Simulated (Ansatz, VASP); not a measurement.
# Cd3Te2Se in VASP and in Ansatz

```xyz
6
Lattice="4.5828 0.0000 0.0000 -2.2914 3.9688 0.0000 0.0000 0.0000 11.2191" Properties=species:S:1:pos:R:3 pbc="T T T"
Cd    0.0000    0.0000    0.0061
Cd    0.0000    2.6459    7.3356
Cd    2.2914    1.3229    3.8834
Te    0.0000    2.6459   10.2015
Te    0.0000    0.0000    2.8596
Se    2.2914    1.3229    6.5662
```

Alike in both runs: functional PBE; k mesh 12 × 12 × 4; occupations gaussian, width 0.01 eV; no spin polarisation.

Ansatz relaxed the structure, and its values are those at the end. VASP's run is a single point on that final structure, the one shown.

|  | VASP | Ansatz |
| --- | --- | --- |
| version | VASP 6.6.1 | Ansatz 0.2.0 |
| potentials or method | VASP PAW PBE potentials, release 64 (Cd, Te, Se), cutoff 520 eV | scalar-relativistic, plane waves, PAW |
| valence electrons in the cell | 54 | 108 |

|  | VASP | Ansatz | Ansatz less VASP |
| --- | --- | --- | --- |
| gap on the k mesh at the Fermi level (eV) | 0.25 | 0.25 | +0.004 |
| least direct gap on the mesh (eV) | 0.25 | 0.25 | +0.004 |
| pressure (GPa) | 0.1 | 0.0 | -0.14 |
| rms of the force components (eV/Å) | 0.004 | 0.000 | -0.0033 |

VASP's potentials hold 54 valence electrons a cell and Ansatz's 108, so a difference there can come from the potentials and not from the codes.

Spin-orbit coupling is off throughout.
